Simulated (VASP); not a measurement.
Here is a VASP 6.6.1 calculation.

INCAR

```
PREC = Accurate
ENCUT = 520
EDIFF = 1E-6
ISMEAR = -1
SIGMA = 0.05
LREAL = F
LASPH = T
NELM = 100
ALGO = Normal
ISIF = 2
LWAVE = F
LCHARG = F
NBANDS = 17
```

Contents of KPOINTS:

```
Automatic mesh
0
Gamma
  18 18 10
```

File POSCAR:

```
Hf
1.0
    3.1184126316      0.0000000000      0.0000000000
   -1.5592063158      2.7006245584      0.0000000000
    0.0000000000      0.0000000000      4.9463495682
Hf
2
Direct
    0.3333333333      0.6666666667      0.2500000000
    0.6666666667      0.3333333333      0.7500000000
```

Potentials or basis: VASP PAW LDA potentials, release 64 (Hf_pv).

Run with:

```sh
$ cat potpaw_LDA.64/Hf_pv/POTCAR > POTCAR
$ mpirun -np 1 vasp_std > vasp.out
```

Question: What does it give for the pressure?

Answer: 0.1 GPa.

Question: Predict the band gap on the k mesh.

Answer: Zero (band 10 reaches 6.43 eV, above the bottom of band 11 at 4.97 eV).

Caveat: spin-orbit coupling is left out, which moves the levels of the heavy elements.
